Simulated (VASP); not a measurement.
# Te2Mo in VASP: further runs

Runs on Te2Mo. Level: PBE+D3(BJ). Tasks: single point.

All numbers are computed with VASP 6.6.1; they aren't measurements. Logs are shortened: lines on timing, memory, paths and dates and some standing lists are left out, and cuts for length are marked.

## Step 1: The cell of the first run

The cell holds a slab with vacuum, 6 atoms: a = 3.504 Å, b = 3.504 Å, c = 24.768 Å, α = 90.00°, β = 90.00°, γ = 120.00°.

## Step 2: Single point, PBE+D3(BJ) (layers slid over each other)

Contents of INCAR:

```
SYSTEM = Te2Mo
ALGO     = Normal         ! electronic algorithm
DIPOL    = 0.5 0.5 0.402
EDIFF    = 1E-6           ! SCF threshold, eV
ENCUT    = 520            ! plane-wave cutoff, eV
GGA      = PE             ! functional
IDIPOL   = 3            
ISIF     = 2              ! what is computed and relaxed
ISMEAR   = 0              ! smearing method
IVDW     = 12             ! dispersion correction
LASPH    = .True.         ! aspherical terms in the spheres
LCHARG   = .False.        ! write CHGCAR
LDIPOL   = .True.       
LREAL    = .False.        ! projectors in reciprocal space
LWAVE    = .False.        ! write WAVECAR
NBANDS   = 35             ! bands
NELM     = 100            ! most SCF steps
PREC     = Accurate       ! precision mode
SIGMA    = 0.05           ! smearing width, eV
```

Contents of KPOINTS:

```
k-points
0
Gamma
  9 9 1
  0 0 0
```

Contents of POSCAR:

```
Te2Mo
1.0
    3.5038816881      0.0000000000      0.0000000000
   -1.7519408440      3.0344505538      0.0000000000
    0.0000000000      0.0000000000     24.7677198395
Te Mo
4 2
Direct
    0.3333333333      0.6666666667      0.1816881017
    0.3333333333      0.6666666667      0.3284056818
    0.8333333333      0.6666666667      0.4757749198
    0.8333333333      0.6666666667      0.6224924999
    0.6666666667      0.3333333333      0.2550468917
    1.1666666667      0.3333333333      0.5491337098
```

Potentials or basis: VASP PAW PBE potentials, release 64 (Te, Mo_sv).

Command:

```bash
> cat potpaw_PBE.64/Te/POTCAR potpaw_PBE.64/Mo_sv/POTCAR > POTCAR
> mpirun -np 1 vasp_std > vasp.out
```

OUTCAR:

```text
SYSTEM = Te2Mo
   EDIFF = 1E-6
   ENCUT = 520
   GGA = PE
   ISIF = 2
   ISMEAR = 0
   IVDW = 12
   LASPH = .True.
   LREAL = .False.
   NELM = 100
   PREC = Accurate
 IVDW          = 12

 ion  position               nearest neighbor table
   1  0.333  0.667  0.182-   5 2.72   5 2.72   5 2.72   2 3.63
   2  0.333  0.667  0.328-   5 2.72   5 2.72   5 2.72   1 3.63
   3  0.833  0.667  0.476-   6 2.72   6 2.72   6 2.72   4 3.63
   4  0.833  0.667  0.622-   6 2.72   6 2.72   6 2.72   3 3.63
   5  0.667  0.333  0.255-   1 2.72   1 2.72   1 2.72   2 2.72   2 2.72   2 2.72
   6  0.167  0.333  0.549-   3 2.72   3 2.72   3 2.72   4 2.72   4 2.72   4 2.72

  LATTYP: Found a hexagonal cell.
 ALAT       =     3.5038816881
 C/A-ratio  =     7.0686518679

  Lattice vectors:

 A1 = (   3.5038816881,   0.0000000000,   0.0000000000)
 A2 = (  -1.7519408440,   3.0344505538,   0.0000000000)
 A3 = (   0.0000000000,   0.0000000000,  24.7677198395)

Analysis of symmetry for initial positions (statically):
=====================================================================
 Subroutine PRICEL returns:
 Original cell was already a primitive cell.

 Routine SETGRP: Setting up the symmetry group for a
 hexagonal supercell.

 Subroutine GETGRP returns: Found  4 space group operations
 (whereof  2 operations were pure point group operations)
 out of a pool of 24 trial point group operations.

The static configuration has the point symmetry C_1h.
 The point group associated with its full space group is C_2v.

Analysis of symmetry for dynamics (positions and initial velocities):
=====================================================================
 Subroutine PRICEL returns:
 Original cell was already a primitive cell.

 Routine SETGRP: Setting up the symmetry group for a
 hexagonal supercell.

 Subroutine GETGRP returns: Found  4 space group operations
 (whereof  2 operations were pure point group operations)
 out of a pool of 24 trial point group operations.

The dynamic configuration has the point symmetry C_1h.
 The point group associated with its full space group is C_2v.

 Subroutine INISYM returns: Found  4 space group operations
 (whereof  2 operations are pure point group operations),
 and found     1 'primitive' translations

----------------------------------------------------------------------------------------

                                     Primitive cell

  volume of cell :     263.3392

  direct lattice vectors                    reciprocal lattice vectors
     3.503881688  0.000000000  0.000000000     0.285397764  0.164774476  0.000000000
    -1.751940844  3.034450554  0.000000000     0.000000000  0.329548952  0.000000000
     0.000000000  0.000000000 24.767719839     0.000000000  0.000000000  0.040375134

  length of vectors
     3.503881688  3.503881688 24.767719839     0.329548952  0.329548952  0.040375134

  position of ions in fractional coordinates (direct lattice)
     0.333333333  0.666666667  0.181688102
     0.333333333  0.666666667  0.328405682
     0.833333333  0.666666667  0.475774920
     0.833333333  0.666666667  0.622492500
     0.666666667  0.333333333  0.255046892
     0.166666667  0.333333333  0.549133710

  ion indices of the primitive-cell ions
   primitive index   ion index
                 1           1
                 2           2
                 3           3
                 4           4
                 5           5
                 6           6

----------------------------------------------------------------------------------------

 KPOINTS: k-points

Automatic generation of k-mesh.
 Grid dimensions read from file:
 generate k-points for:    9    9    1

 Generating k-lattice:

  Cartesian coordinates                     Fractional coordinates (reciprocal lattice)
     0.031710863  0.018308275  0.000000000     0.111111111  0.000000000  0.000000000
     0.000000000  0.036616550  0.000000000     0.000000000  0.111111111  0.000000000
     0.000000000  0.000000000  0.040375134     0.000000000  0.000000000  1.000000000

  Length of vectors
     0.036616550  0.036616550  0.040375134

  Shift w.r.t. Gamma in fractional coordinates (k-lattice)
     0.000000000  0.000000000  0.000000000

 Subroutine IBZKPT returns following result:
 ===========================================

 Found     25 irreducible k-points:

 Following reciprocal coordinates:
            Coordinates               Weight
  0.000000  0.000000  0.000000      1.000000
  0.111111  0.000000  0.000000      4.000000
  0.000000  0.111111  0.000000      2.000000
  0.222222 -0.000000  0.000000      4.000000
  0.000000  0.222222  0.000000      2.000000
  0.333333  0.000000  0.000000      4.000000
[... 16 lines left out ...]
 -0.222222 -0.444444  0.000000      4.000000
  0.444444  0.333333  0.000000      4.000000
   k-points           NKPTS =     25   k-points in BZ     NKDIM =     25   number of bands    NBANDS=     35
   number of dos      NEDOS =    301   number of ions     NIONS =      6
   total plane-waves  NPLWV = 150528
   dimension x,y,z NGX =    28 NGY =   28 NGZ =  192
   dimension x,y,z NGXF=    56 NGYF=   56 NGZF=  384
   ions per type =               4   2
   NGX,Y,Z   is equivalent  to a cutoff of  13.28, 13.28, 12.89 a.u.
   NGXF,Y,Z  is equivalent  to a cutoff of  26.57, 26.57, 25.77 a.u.
 SYSTEM =  Te2Mo
   PREC   = accura    normal or accurate (medium, high low for compatibility)
   ISTART =      0    job   : 0-new  1-cont  2-samecut
   ICHARG =      2    charge: 1-file 2-atom 10-const
   ISPIN  =      1    spin polarized calculation?
   LNONCOLLINEAR =      F non collinear calculations
   LSORBIT =      F    spin-orbit coupling
   LASPH  =      T    aspherical Exc in radial PAW
   ENCUT  =  520.0 eV  38.22 Ry    6.18 a.u.   6.51  6.51 46.05*2*pi/ulx,y,z
   NELM   =    100;   NELMIN=  2; NELMDL= -5     # of ELM steps
   EDIFF  = 0.1E-05   stopping-criterion for ELM
   LREAL  =      F    real-space projection
   EDIFFG = 0.1E-04   stopping-criterion for IOM
   NSW    =      0    number of steps for IOM
   IBRION =     -1    ionic relax: 0-MD 1-quasi-New 2-CG
   NFREE  =      0    steps in history (QN), initial steepest desc. (CG)
   ISIF   =      2    stress and relaxation
   ISYM   =      2    0-nonsym 1-usesym 2-fastsym
   POTIM  = 0.5000    time-step for ionic-motion
   TEBEG  =    0.0;   TEEND  =   0.0 temperature during run
   PSTRESS=    0.0 pullay stress
   NELECT =      52.0000    total number of electrons
   NUPDOWN=      -1.0000    fix difference up-down
   EMIN   =  10.00;   EMAX   =-10.00  energy-range for DOS
   EFERMI =   0.00;   METHOD = LEGACY
   ISMEAR =     0;   SIGMA  =   0.05  broadening in eV -4-tet -1-fermi 0-gaus
   EFERMI_NEDOS =   21; number of points for ismear=-14 and -15
   IALGO  =     38    algorithm
   IMIX   =      4    mixing-type and parameters
     AMIX     =   0.40;   BMIX     =  1.00
     AMIX_MAG =   1.60;   BMIX_MAG =  1.00
  volume/ion in A,a.u.               =      43.89       296.18
  Fermi-wavevector in a.u.,A,eV,Ry     =   0.953317  1.801508 12.365161  0.908814
  Thomas-Fermi vector in A             =   2.081961
   LORBIT       =      0    0 simple, 1 ext, 2 COOP (PROOUT), +10 PAW based schemes
   GGA     = PE    functional components
   LHFCALC =     F    Hartree Fock is set to
   AEXX    =    0.0000 exact exchange contribution
   IVDW    =    12    specifies the selected vdW correction
   LEPSILON=     F    determine dielectric tensor
   LRPA    =     F    only Hartree local field effects (RPA)
 non-spin polarized calculation
 Gauss-broadening in eV      SIGMA  =   0.05
  energy-cutoff  :      520.00
  volume of cell :      263.34
 maximum number of plane-waves:      7173
 NGX is ok and might be reduce to    28
   NGX = 13   NGY = 13   NGZ = 93

 dipolmoment           0.000000      0.000000      0.000034 electrons x Angstroem

 number of electron      51.9999997 magnetization

 dipolmoment           0.000000      0.000000     -0.000003 electrons x Angstroem

 Free energy of the ion-electron system (eV)
  ---------------------------------------------------
  ext. energy  EPLUGINS =         0.00000000
  ---------------------------------------------------
  free energy    TOTEN  =       -35.99722447 eV

  energy without entropy =      -35.99722447  energy(sigma->0) =      -35.99722447

 E-fermi :   2.8823     XC(G=0):  -6.4199

 val. band max:        2.4786604978   @ k =   0.3333   0.3333   0.0000
 cond. band min:       3.6002571118   @ k =   0.2222   0.2222   0.0000
 fundamental gap:      1.1215966141
 Fermi energy:         2.8822897074

 k-point     1 :       0.0000    0.0000    0.0000
  band No.  band energies     occupation
      1     -58.1852      2.00000
      2     -58.1852      2.00000
      3     -32.3625      2.00000
      4     -32.3625      2.00000
      5     -32.2184      2.00000
      6     -32.2184      2.00000
[... 27 lines left out ...]
     34       6.0171      0.00000
     35       6.6527      0.00000

 k-point     2 :       0.1111    0.0000    0.0000
  band No.  band energies     occupation
      1     -58.1840      2.00000
      2     -58.1839      2.00000
      3     -32.3590      2.00000
      4     -32.3590      2.00000
      5     -32.2342      2.00000
      6     -32.2341      2.00000
[... 27 lines left out ...]
     34       5.7954      0.00000
     35       6.8944      0.00000

 k-point     3 :       0.0000    0.1111    0.0000
  band No.  band energies     occupation
      1     -58.1840      2.00000
      2     -58.1839      2.00000
      3     -32.3590      2.00000
      4     -32.3590      2.00000
      5     -32.2336      2.00000
      6     -32.2336      2.00000
[... 27 lines left out ...]
     34       5.8707      0.00000
     35       6.8913      0.00000
[... 723 lines left out ...]
 k-point    23 :      -0.2222   -0.4444    0.0000
  band No.  band energies     occupation
      1     -58.1742      2.00000
      2     -58.1742      2.00000
      3     -32.3333      2.00000
      4     -32.3333      2.00000
      5     -32.3298      2.00000
      6     -32.3298      2.00000
[... 27 lines left out ...]
     34       6.5613      0.00000
     35       6.9324      0.00000

 k-point    24 :       0.4444    0.3333    0.0000
  band No.  band energies     occupation
      1     -58.1742      2.00000
      2     -58.1742      2.00000
      3     -32.3331      2.00000
      4     -32.3331      2.00000
      5     -32.3306      2.00000
      6     -32.3306      2.00000
[... 27 lines left out ...]
     34       6.3299      0.00000
     35       7.2682      0.00000

 [... further k-points ...]

------------------------ aborting loop because EDIFF is reached ----------------------------------------

 vacuum level on the upper side and lower side of the slab       (xc-potential included)        -0.178        -0.178

 Edisp (eV)   -2.75433

 E8    (eV) :    -1.3033

  FORCE on cell =-STRESS in cart. coord.  units (eV):
  Direction    XX          YY          ZZ          XY          YZ          ZX
  --------------------------------------------------------------------------------------
  -------------------------------------------------------------------------------------
  Total      -0.06172    -0.29476    -0.46322    -0.00000     0.00000     0.00000
  in kB      -0.37553    -1.79333    -2.81826    -0.00000     0.00000     0.00000
  external pressure =       -1.66 kB  Pullay stress =        0.00 kB

 VOLUME and BASIS-vectors are now :
 -----------------------------------------------------------------------------
  energy-cutoff  :      520.00
  volume of cell :      263.34
      direct lattice vectors                 reciprocal lattice vectors
     3.503881688  0.000000000  0.000000000     0.285397764  0.164774476  0.000000000
    -1.751940844  3.034450554  0.000000000     0.000000000  0.329548952  0.000000000
     0.000000000  0.000000000 24.767719839     0.000000000  0.000000000  0.040375134

 POSITION                                       TOTAL-FORCE (eV/Angst)
 -----------------------------------------------------------------------------------
     -0.00000      2.02297      4.50000        -0.000000     -0.002989      0.000066
     -0.00000      2.02297      8.13386         0.000000      0.002531      0.079919
      1.75194      2.02297     11.78386         0.000000      0.002531     -0.079919
      1.75194      2.02297     15.41772        -0.000000     -0.002989     -0.000066
      1.75194      1.01148      6.31693         0.000000      0.000458      0.015438
      0.00000      1.01148     13.60079         0.000000      0.000458     -0.015438
 -----------------------------------------------------------------------------------
    total drift:                               -0.000001     -0.000670     -0.000108

  FREE ENERGIE OF THE ION-ELECTRON SYSTEM (eV)
  ---------------------------------------------------
  free  energy   TOTEN  =       -38.7515527737 eV

  energy  without entropy=      -38.7515527737  energy(sigma->0) =      -38.75155277

 vacuum level on the upper side and lower side of the slab         7.185         7.185
```

Run time: 12 min. Hardware: 1 thread of Intel Xeon 8259CL, shared host; peak memory 0.51 GiB.

Results:

| Property | Result |
| --- | --- |
| Free energy | -38.7516 eV |
| Largest force | 0.080 eV/Å |
| Band gap on the k mesh | 1.12 eV (least direct gap 1.17 eV) |
| Dispersion energy per atom | -0.459 eV |

Forces on the atoms (eV/Å):
```
Te   0.000 -0.003  0.000
Te   0.000  0.003  0.080
Te   0.000  0.003 -0.080
Te   0.000 -0.003  0.000
Mo   0.000  0.000  0.015
Mo   0.000  0.000 -0.015
```

Caveat: the cell differs from its parent crystal (layers slid over each other); spin-orbit coupling is left out, which moves the levels of the heavy elements.

## Step 3: Single point, PBE+D3(BJ) (layers slid over each other)

Contents of INCAR:

```
PREC = Accurate
ENCUT = 520
EDIFF = 1E-6
ISMEAR = 0
SIGMA = 0.05
LREAL = F
LASPH = T
NELM = 100
ALGO = Normal
ISIF = 2
LWAVE = F
LCHARG = F
LDIPOL = T
IDIPOL = 3
DIPOL = 0.5 0.5 0.416
GGA = PE
IVDW = 12
NBANDS = 35
```

Contents of KPOINTS:

```
regular mesh
0
Gamma
  9 9 1
```

Contents of POSCAR:

```
Te2Mo
1.0
    3.5038816881      0.0000000000      0.0000000000
   -1.7519408440      3.0344505538      0.0000000000
    0.0000000000      0.0000000000     24.7677198395
Te Mo
4 2
Direct
    0.3333333333      0.6666666667      0.1816881017
    0.3333333333      0.6666666667      0.3284056818
    0.8333333333      0.6666666667      0.5032300107
    0.8333333333      0.6666666667      0.6499475908
    0.6666666667      0.3333333333      0.2550468917
    1.1666666667      0.3333333333      0.5765888008
```

Potentials or basis: VASP PAW PBE potentials, release 64 (Te, Mo_sv).

Command:

```bash
> cat potpaw_PBE.64/Te/POTCAR potpaw_PBE.64/Mo_sv/POTCAR > POTCAR
> mpirun -np 1 vasp_std > vasp.out
```

Run time: 12 min. Hardware: 1 thread of Intel Xeon 8259CL, shared host; peak memory 0.51 GiB.

Results (log left out):

| Quantity | Value |
| --- | --- |
| Free energy | -38.6623 eV |
| Largest force | 0.123 eV/Å |
| Band gap on the k mesh | 1.18 eV |
| Dispersion energy per atom | -0.440 eV |

Forces in eV/Å, atoms in the order of the input:
```
Te   0.000  0.000 -0.006
Te   0.000  0.001  0.123
Te   0.000  0.001 -0.123
Te   0.000  0.000  0.006
Mo   0.000  0.000  0.020
Mo   0.000  0.000 -0.020
```

Levels at points of the mesh, in eV from the valence-band top:
| k point | band 22 | band 23 | band 24 | band 25 | band 26 | band 27 | band 28 | band 29 | band 30 | band 31 |
| --- | --- | --- | --- | --- | --- | --- | --- | --- | --- | --- |
| (0.00, 0.00, 0.00) | -0.83 | -0.83 | -0.83 | -0.68 | -0.40 | 3.18 | 3.19 | 3.20 | 3.21 | 3.46 |

Caveat: the cell differs from its parent crystal (layers slid over each other); spin-orbit coupling is left out, which moves the levels of the heavy elements.
